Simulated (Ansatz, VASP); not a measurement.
**SiP7 in VASP and in Ansatz**

```
Si P
1.0
     4.58929    0.00000    0.00000
     0.00000    4.58929    0.00000
     0.00000    0.00000    7.08421
Si P
1 7
Direct
  0.00000 0.00000 0.43601
  0.50000 0.00000 0.79590
  0.00000 0.50000 0.79590
  0.50000 0.00000 0.47876
  0.00000 0.50000 0.47876
  0.50000 0.00000 0.11733
  0.00000 0.50000 0.11733
  0.00000 0.00000 0.11909
```

Alike in both runs: functional PBE; k mesh 3 × 3 × 3; occupations gaussian, width 0.2 eV; no spin polarisation.

Ansatz relaxed the structure, and its values are those at the end. VASP's run is a single point on that final structure, the one shown.

|  | VASP | Ansatz |
| --- | --- | --- |
| version | VASP 6.6.1 | Ansatz 0.2.0 |
| potentials or method | VASP PAW PBE potentials, release 64 (Si, P), cutoff 500 eV | scalar-relativistic, plane waves, PAW |
| valence electrons in the cell | 39 | 39 |

|  | VASP | Ansatz | Ansatz less VASP |
| --- | --- | --- | --- |
| gap on the k mesh at the Fermi level (eV) | none | none | - |
| pressure (GPa) | 0.0 | 0.2 | +0.18 |
| rms of the force components (eV/Å) | 0.018 | 0.013 | -0.0048 |

A gap of «none» marks a metal or a gap that the smearing closes. With one functional, cell and mesh, what is left measures potentials, basis and numerics.

The k mesh is coarse, so the values compare programs but aren't converged.
